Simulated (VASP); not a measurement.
LiH:

```xyz
4
Lattice="2.4172 0.0000 0.0000 -1.2086 2.0933 0.0000 0.0000 0.0000 3.9472" Properties=species:S:1:pos:R:3 pbc="T T T"
Li    0.0000    1.3955    0.0000
Li    1.2086    0.6978    1.9736
H     0.0000    1.3955    1.4802
H     1.2086    0.6978    3.4538
```

- Program: VASP 6.6.1
- Task: relaxation of cell and atoms
- Functional: PBE
- Potentials or basis: VASP PAW PBE potentials, release 64 (Li_sv, H_h)
- Cutoff: 1230 eV
- k mesh: 12 × 12 × 6
- Occupations: fermi-dirac, width 0.02 eV
- Spin: no spin polarisation

At the start: pressure 56.6 GPa; volume 4.99 Å³/atom.

Q: How do energy, volume and symmetry change on relaxing?

A: Over 18 steps the energy falls by 515.9 meV/atom and the volume is 9.62 Å³/atom (+92.6 %); space group P6_3mc (No. 186, to 0.1 Å) before and after.

Step by step:
| step | energy change (eV) | largest force (eV/Å) | pressure (GPa) | volume (Å³) |
| --- | --- | --- | --- | --- |
| 1 | 0.0000 | 0.0912 | 56.58 | 19.97 |
| 2 | -1.3152 | 0.0650 | 23.90 | 25.52 |
| 3 | -1.9618 | 0.0389 | 5.75 | 33.24 |
| 4 | -2.0462 | 0.0295 | 1.24 | 37.26 |
| 5 | -2.0522 | 0.0268 | 0.01 | 38.76 |
| 6 | -2.0518 | 0.0260 | -0.33 | 39.22 |
| 7 | -2.0535 | 0.0331 | -0.34 | 39.22 |
| 8 | -2.0570 | 0.0569 | -0.35 | 39.20 |
| 9 | -2.0558 | 0.1165 | -0.33 | 39.13 |
| 10 | -2.0577 | 0.0794 | -0.35 | 39.17 |
| 11 | -2.0598 | 0.0592 | -0.25 | 38.99 |
| 12 | -2.0628 | 0.0065 | 0.09 | 38.44 |
| 13 | -2.0629 | 0.0018 | 0.15 | 38.34 |
| 14 | -2.0629 | 0.0032 | 0.16 | 38.33 |
| 15 | -2.0632 | 0.0010 | 0.10 | 38.38 |
| 16 | -2.0636 | 0.0057 | -0.07 | 38.53 |
| 17 | -2.0636 | 0.0064 | -0.09 | 38.54 |
| 18 | -2.0637 | 0.0035 | -0.05 | 38.46 |

Final structure:
```
Li H
1.0
     3.10760    0.00000    0.00000
    -1.55380    2.69126    0.00000
     0.00000    0.00000    4.59864
Li H
2 2
Cartesian
  0.0000 1.7942 4.5250
  1.5538 0.8971 2.2257
  0.0000 1.7942 1.7981
  1.5538 0.8971 4.0975
```

Caveat: the volume moved by over 15 % at a fixed basis, so the end points are rough; the structure was generated, so it needn't be the stable form of LiH.
